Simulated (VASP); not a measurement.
# Al30Cu (a cell with a defect) in VASP: notebook

Runs on Al30Cu (a cell with a defect). Level: PBE. Tasks: single point.

Everything below comes from runs of VASP 6.6.1. Logs are shortened: lines on timing, memory, paths and dates and some standing lists are left out, and cuts for length are marked.

**1. The cell of the first run**

The cell holds a defect, 31 atoms: a = 8.100 Å, b = 8.100 Å, c = 8.100 Å, α = 90.00°, β = 90.00°, γ = 90.00°.

**2. Single point, PBE**

Contents of INCAR:

```
SYSTEM = Al30Cu
  ALGO = Normal
  EDIFF = 1E-7
  ENCUT = 520
  GGA = PE
  ISIF = 2
  ISMEAR = 0
  LASPH = .TRUE.
  LCHARG = .FALSE.
  LREAL = Auto
  LWAVE = .FALSE.
  NBANDS = 72
  NELM = 100
  PREC = Accurate
  SIGMA = 0.1
```

Contents of KPOINTS:

```
k-points
0
G
  3 3 3
  0 0 0
```

Contents of POSCAR:

```
Al30Cu
1.0
    8.1000000000      0.0000000000      0.0000000000
    0.0000000000      8.1000000000      0.0000000000
    0.0000000000      0.0000000000      8.1000000000
Al Cu
30 1
Direct
    0.4967657523      0.0016828979     -0.0016384950
    0.7470242835      0.2541524566     -0.0018152848
    0.7489609186      0.0000598226      0.2490132989
    0.0025338230      0.0038600192     -0.0016945618
    0.7487035990      0.7501776250     -0.0018157287
    0.2495818389      0.0034455892      0.2463748811
    0.4947204486      0.2551934286      0.2359136585
    0.7467351077      0.5022456873      0.2482712124
    0.5008828040      0.0008938031      0.4983464287
    0.7475653989      0.2514950489      0.4983318205
    0.7492671866     -0.0001969444      0.7472671939
    0.0002098040      0.4983835361     -0.0019079242
    0.2525805140      0.7487115960     -0.0020440956
    0.0017674590      0.2509214665      0.2461866701
    0.2538590354      0.4961996388      0.2358818212
    0.5005608620      0.7478822860      0.2482635972
   -0.0017558296     -0.0002257504      0.4978830127
    0.2498674088      0.2512384774      0.4982447306
    0.4993668112      0.5009972986      0.4986459513
    0.7490445040      0.7504778908      0.4983589036
    0.2494618170      0.0031124555      0.7500106594
    0.4947047000      0.2547303350      0.7610212169
    0.7463345916      0.5020848241      0.7488270433
   -0.0013626189      0.7505660941      0.2491633803
   -0.0003806440      0.5022174652      0.4982654664
    0.2496336057      0.7491711847      0.4983327310
    0.0019643304      0.2506931672      0.7500522860
    0.2537567166      0.4963267959      0.7610044701
    0.5007669341      0.7476800871      0.7486614690
   -0.0016193458      0.7505247406      0.7467912494
    0.5057297833      0.5066309768     -0.0008431627
```

Potentials or basis: VASP PAW PBE potentials, release 64 (Al, Cu).

On the command line:

```
$ cat potpaw_PBE.64/Al/POTCAR potpaw_PBE.64/Cu/POTCAR > POTCAR
$ mpirun -np 1 vasp_std > vasp.out
```

OUTCAR:

```text
SYSTEM = Al30Cu
   EDIFF = 1E-7
   ENCUT = 520
   GGA = PE
   ISIF = 2
   ISMEAR = 0
   LASPH = .TRUE.
   LREAL = Auto
   NELM = 100
   PREC = Accurate

 ion  position               nearest neighbor table
   1  0.497  0.002  0.998-  22 2.81   7 2.81   6 2.84  21 2.84  13 2.85   2 2.88   3 2.88   5 2.88
                            11 2.88  16 2.89  29 2.89
   2  0.747  0.254  0.998-  22 2.80   7 2.81  31 2.83  23 2.85  12 2.85   8 2.85   1 2.88  14 2.88
                            27 2.88   3 2.89  11 2.89   4 2.90
   3  0.749  0.000  0.249-   9 2.85  17 2.85  20 2.86  24 2.86  16 2.87   5 2.87  10 2.87   1 2.88
                            14 2.88   4 2.89   2 2.89   7 2.92
   4  0.003  0.004  0.998-  14 2.83  27 2.84   6 2.84  21 2.84  24 2.89   3 2.89  11 2.89  30 2.89
                            13 2.89   2 2.90   5 2.91
   5  0.749  0.750  0.998-  31 2.79  23 2.85  29 2.85   8 2.85  16 2.85  11 2.87   3 2.87  24 2.87
                            30 2.87  12 2.88   1 2.88   4 2.91
   6  0.250  0.003  0.246-   4 2.84   1 2.84  14 2.84   7 2.85  18 2.86  17 2.88  13 2.88   9 2.88
                            24 2.89  26 2.90  16 2.90
   7  0.495  0.255  0.236-  15 2.76  31 2.80   2 2.81   1 2.81   6 2.85   8 2.86  18 2.91  19 2.91
                             3 2.92  10 2.95   9 2.96
   8  0.747  0.502  0.248-  31 2.81  16 2.82  19 2.85   5 2.85   2 2.85  20 2.85   7 2.86  24 2.87
                            10 2.87  25 2.88  12 2.88  14 2.90
   9  0.501  0.001  0.498-  10 2.85  11 2.85   3 2.85  20 2.86  18 2.87  26 2.88  21 2.88  16 2.88
[... 31 lines left out ...]
  25  1.000  0.502  0.498-  30 2.85  26 2.85  24 2.85  20 2.86  18 2.87  10 2.88   8 2.88  27 2.88
                            14 2.88  23 2.89  15 2.96  28 2.96
  26  0.250  0.749  0.498-  25 2.85  19 2.85  30 2.86  24 2.86  16 2.87  29 2.87  17 2.88   9 2.88
                            21 2.90   6 2.90  15 2.95  28 2.95
  27  0.002  0.251  0.750-  21 2.84   4 2.84  12 2.84  28 2.85  18 2.86  17 2.88   2 2.88  25 2.88
                            11 2.88  10 2.90  23 2.90
  28  0.254  0.496  0.761-  22 2.76  13 2.80  31 2.81  12 2.81  27 2.85  29 2.86  18 2.91  19 2.91
                            30 2.92  26 2.95  25 2.96
  29  0.501  0.748  0.749-  23 2.81  31 2.82  19 2.84   5 2.85  13 2.85  20 2.86  28 2.86  11 2.87
                            26 2.87   9 2.88   1 2.89  21 2.90
  30  0.998  0.751  0.747-  25 2.85  20 2.85  17 2.85  11 2.85  26 2.86  23 2.87   5 2.87  12 2.88
                            21 2.88   4 2.89  13 2.89  28 2.92
  31  0.506  0.507  0.999-   5 2.79   7 2.80  15 2.80   8 2.81  16 2.81  22 2.81  28 2.81  23 2.81
                            29 2.82   2 2.83  13 2.84

  LATTYP: Found a simple cubic cell.
 ALAT       =     8.1000000000

  Lattice vectors:

 A1 = (   8.1000000000,   0.0000000000,   0.0000000000)
 A2 = (   0.0000000000,   8.1000000000,   0.0000000000)
 A3 = (   0.0000000000,   0.0000000000,   8.1000000000)

Analysis of symmetry for initial positions (statically):
=====================================================================
 Subroutine PRICEL returns:
 Original cell was already a primitive cell.

 Routine SETGRP: Setting up the symmetry group for a
 simple cubic supercell.

 Subroutine GETGRP returns: Found  1 space group operations
 (whereof  1 operations were pure point group operations)
 out of a pool of 48 trial point group operations.

The static configuration has the point symmetry C_1 .

Analysis of symmetry for dynamics (positions and initial velocities):
=====================================================================
 Subroutine PRICEL returns:
 Original cell was already a primitive cell.

 Routine SETGRP: Setting up the symmetry group for a
 simple cubic supercell.

 Subroutine GETGRP returns: Found  1 space group operations
 (whereof  1 operations were pure point group operations)
 out of a pool of 48 trial point group operations.

The dynamic configuration has the point symmetry C_1 .

 Subroutine INISYM returns: Found  1 space group operations
 (whereof  1 operations are pure point group operations),
 and found     1 'primitive' translations

----------------------------------------------------------------------------------------

                                     Primitive cell

  volume of cell :     531.4410

  direct lattice vectors                    reciprocal lattice vectors
     8.100000000  0.000000000  0.000000000     0.123456790  0.000000000  0.000000000
[... 85 lines left out ...]
     0.000000000  0.041152263  0.000000000     0.000000000  0.333333333  0.000000000
     0.000000000  0.000000000  0.041152263     0.000000000  0.000000000  0.333333333

  Length of vectors
     0.041152263  0.041152263  0.041152263

  Shift w.r.t. Gamma in fractional coordinates (k-lattice)
     0.000000000  0.000000000  0.000000000

 Subroutine IBZKPT returns following result:
 ===========================================

 Found     14 irreducible k-points:

 Following reciprocal coordinates:
            Coordinates               Weight
  0.000000  0.000000  0.000000      1.000000
  0.333333  0.000000  0.000000      2.000000
  0.000000  0.333333  0.000000      2.000000
  0.000000  0.000000  0.333333      2.000000
  0.333333  0.333333  0.000000      2.000000
  0.000000  0.333333  0.333333      2.000000
  0.333333  0.000000  0.333333      2.000000
 -0.333333  0.333333  0.000000      2.000000
 -0.333333  0.000000  0.333333      2.000000
  0.000000 -0.333333  0.333333      2.000000
  0.333333  0.333333  0.333333      2.000000
 -0.333333  0.333333  0.333333      2.000000
 -0.333333 -0.333333  0.333333      2.000000
  0.333333 -0.333333  0.333333      2.000000
   k-points           NKPTS =     14   k-points in BZ     NKDIM =     14   number of bands    NBANDS=     72
   number of dos      NEDOS =    301   number of ions     NIONS =     31
   total plane-waves  NPLWV = 216000
   dimension x,y,z NGX =    60 NGY =   60 NGZ =   60
   dimension x,y,z NGXF=   120 NGYF=  120 NGZF=  120
   ions per type =              30   1
   NGX,Y,Z   is equivalent  to a cutoff of  12.31, 12.31, 12.31 a.u.
   NGXF,Y,Z  is equivalent  to a cutoff of  24.63, 24.63, 24.63 a.u.
 SYSTEM =  Al30Cu
   PREC   = accura    normal or accurate (medium, high low for compatibility)
   ISTART =      0    job   : 0-new  1-cont  2-samecut
   ICHARG =      2    charge: 1-file 2-atom 10-const
   ISPIN  =      1    spin polarized calculation?
   LNONCOLLINEAR =      F non collinear calculations
   LSORBIT =      F    spin-orbit coupling
   LASPH  =      T    aspherical Exc in radial PAW
   ENCUT  =  520.0 eV  38.22 Ry    6.18 a.u.  15.06 15.06 15.06*2*pi/ulx,y,z
   NELM   =    100;   NELMIN=  2; NELMDL= -5     # of ELM steps
   EDIFF  = 0.1E-06   stopping-criterion for ELM
   LREAL  =      T    real-space projection
   EDIFFG = 0.1E-05   stopping-criterion for IOM
   NSW    =      0    number of steps for IOM
   IBRION =     -1    ionic relax: 0-MD 1-quasi-New 2-CG
   NFREE  =      0    steps in history (QN), initial steepest desc. (CG)
   ISIF   =      2    stress and relaxation
   ISYM   =      2    0-nonsym 1-usesym 2-fastsym
   POTIM  = 0.5000    time-step for ionic-motion
   TEBEG  =    0.0;   TEEND  =   0.0 temperature during run
   PSTRESS=    0.0 pullay stress
   NELECT =     101.0000    total number of electrons
   NUPDOWN=      -1.0000    fix difference up-down
   EMIN   =  10.00;   EMAX   =-10.00  energy-range for DOS
   EFERMI =   0.00;   METHOD = LEGACY
   ISMEAR =     0;   SIGMA  =   0.10  broadening in eV -4-tet -1-fermi 0-gaus
   EFERMI_NEDOS =   21; number of points for ismear=-14 and -15
   IALGO  =     38    algorithm
   IMIX   =      4    mixing-type and parameters
     AMIX     =   0.40;   BMIX     =  1.00
     AMIX_MAG =   1.60;   BMIX_MAG =  1.00
  volume/ion in A,a.u.               =      17.14       115.69
  Fermi-wavevector in a.u.,A,eV,Ry     =   0.941233  1.778672 12.053656  0.885919
  Thomas-Fermi vector in A             =   2.068723
   LORBIT       =      0    0 simple, 1 ext, 2 COOP (PROOUT), +10 PAW based schemes
   GGA     = PE    functional components
   LHFCALC =     F    Hartree Fock is set to
   AEXX    =    0.0000 exact exchange contribution
   IVDW    =     0    specifies the selected vdW correction
   LEPSILON=     F    determine dielectric tensor
   LRPA    =     F    only Hartree local field effects (RPA)
 non-spin polarized calculation
 Gauss-broadening in eV      SIGMA  =   0.10
  energy-cutoff  :      520.00
  volume of cell :      531.44
 maximum number of plane-waves:     14358
   NGX = 31   NGY = 31   NGZ = 31

 number of electron     100.9999999 magnetization

 Free energy of the ion-electron system (eV)
  ---------------------------------------------------
  ext. energy  EPLUGINS =         0.00000000
  ---------------------------------------------------
  free energy    TOTEN  =      -115.80402480 eV

  energy without entropy =     -115.75480024  energy(sigma->0) =     -115.77941252

 E-fermi :   7.3082     XC(G=0): -10.0545

 val. band max:        7.3024719555   @ k =   0.3333   0.0000   0.0000
 cond. band min:       7.3757274856   @ k =   0.3333   0.0000   0.3333
 fundamental gap:      0.0732555302
 Fermi energy:         7.3081519232

 k-point     1 :       0.0000    0.0000    0.0000
  band No.  band energies     occupation
      1      -3.3852      2.00000
      2      -1.2496      2.00000
      3      -1.2386      2.00000
      4      -1.2061      2.00000
      5      -1.2034      2.00000
      6      -1.1068      2.00000
[... 899 lines left out ...]
     61       9.2271      0.00000
     62       9.2678      0.00000
 [bands above 62 left out]

------------------------ aborting loop because EDIFF is reached ----------------------------------------

  FORCE on cell =-STRESS in cart. coord.  units (eV):
  Direction    XX          YY          ZZ          XY          YZ          ZX
  --------------------------------------------------------------------------------------
  -------------------------------------------------------------------------------------
  Total       -7.5443494     -7.5329456     -7.2778980     -0.2931211      0.0069888     -0.0039068
  in kB      -22.7445486    -22.7101685    -21.9412563     -0.8836954      0.0210697     -0.0117781
  external PRESSURE =     -22.4653245 kB  Pullay stress =       0.0000000 kB

 VOLUME and BASIS-vectors are now :
 -----------------------------------------------------------------------------
  energy-cutoff  :      520.00
  volume of cell :      531.44
      direct lattice vectors                 reciprocal lattice vectors
     8.100000000  0.000000000  0.000000000     0.123456790  0.000000000  0.000000000
     0.000000000  8.100000000  0.000000000     0.000000000  0.123456790  0.000000000
     0.000000000  0.000000000  8.100000000     0.000000000  0.000000000  0.123456790

 POSITION                                       TOTAL-FORCE (eV/Angst)
 -----------------------------------------------------------------------------------
      4.02380      0.01363      8.08673        -0.006170      0.014845     -0.000934
      6.05090      2.05863      8.08530         0.013939     -0.003759      0.007852
      6.06658      0.00048      2.01701        -0.001513     -0.001500      0.013085
      0.02052      0.03127      8.08627         0.000972     -0.001457     -0.002892
      6.06450      6.07644      8.08529         0.004640      0.007275      0.005311
      2.02161      0.02791      1.99564        -0.010893      0.001206     -0.007176
[... 23 lines left out ...]
      8.08688      6.07925      6.04901         0.001225      0.001871      0.002077
      4.09641      4.10371      8.09317        -0.006692     -0.002880     -0.003578
 -----------------------------------------------------------------------------------
    total drift:                               -0.019162      0.018130     -0.072092

  FREE ENERGIE OF THE ION-ELECTRON SYSTEM (eV)
  ---------------------------------------------------
  free  energy   TOTEN  =      -115.8040247989 eV

  energy  without entropy=     -115.7548002425  energy(sigma->0) =     -115.77941252
```

Wall time 10 min (1 thread of Intel Xeon 6975P-C (Granite Rapids), shared host); peak memory 0.66 GiB.

Results:

```
Free energy            : -115.8040 eV
Pressure               : -2.2 GPa
Largest force          : 0.027 eV/Å
Band gap on the k mesh : zero (an odd number of electrons rules out a gap without spin polarisation)
```

Forces in eV/Å, atoms in the order of the input:
```
Al  -0.006  0.015 -0.001
Al   0.014 -0.004  0.008
Al  -0.002 -0.002  0.013
Al   0.001 -0.001 -0.003
Al   0.005  0.007  0.005
Al  -0.011  0.001 -0.007
Al  -0.005 -0.004  0.014
Al  -0.017  0.012  0.009
Al   0.010 -0.010  0.000
Al  -0.003 -0.004  0.001
Al  -0.003  0.007 -0.014
Al   0.023 -0.011  0.003
Al   0.006  0.003  0.013
Al   0.011 -0.007 -0.004
Al  -0.011 -0.008  0.008
Al   0.016 -0.013  0.003
Al  -0.008 -0.001  0.003
Al   0.006  0.010  0.001
Al   0.010  0.009 -0.007
Al  -0.008 -0.002 -0.009
Al  -0.010  0.012  0.009
Al  -0.015  0.008 -0.017
Al  -0.006  0.009 -0.016
Al  -0.005  0.003  0.006
Al  -0.013  0.005  0.002
Al   0.007 -0.004 -0.006
Al   0.010 -0.003  0.010
Al  -0.001 -0.023 -0.014
Al   0.011 -0.006 -0.010
Al   0.001  0.002  0.002
Cu  -0.007 -0.003 -0.004
```

Stress tensor (GPa, compression positive):
```
-2.27 -0.09  0.00
-0.09 -2.27  0.00
 0.00  0.00 -2.19
```

(Continued in part 2 of 2.)

The gap in the log of VASP goes by the Fermi energy; the results here count the filled bands.